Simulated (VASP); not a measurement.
Here is a VASP 6.6.1 calculation.

The input INCAR:

```
ALGO = Normal
EDIFF = 1E-6
ENCUT = 520
GGA = RP
ISIF = 2
ISMEAR = -1
LASPH = T
LCHARG = F
LREAL = F
LWAVE = F
NBANDS = 16
NELM = 60
PREC = Accurate
SIGMA = 0.05
```

Contents of KPOINTS:

```
k-points
0
Gamma
  6 6 6
```

File POSCAR:

```
ZnS
1.0
    0.0264090000      2.7362640000      2.7296300000
    2.6798020000      0.0453110000      2.7107280000
    2.7053080000      2.7428680000      0.0198050000
Zn S
1 1
Direct
    0.7540038055      0.7476451560      0.7499587955
   -0.0081649165      0.0048025999      0.0000837651
```

Potentials or basis: VASP PAW PBE potentials, release 64 (Zn, S).

Launch:

```bash
$ cat potpaw_PBE.64/Zn/POTCAR potpaw_PBE.64/S/POTCAR > POTCAR
$ mpirun -np 1 vasp_std > vasp.out
```

Predict the largest force.

0.296 eV/Å.

What does it give for the band gap on the k mesh?

2.21 eV, direct.

Predict the pressure.

4.4 GPa.

Stress tensor (GPa, compression positive):
```
 4.75 -1.14  0.84
-1.14  4.23 -1.52
 0.84 -1.52  4.37
```

Caveat: the cell differs from its parent crystal (the cell strained at random); the PAW data sets were made with another functional, which shifts forces and pressure a little.
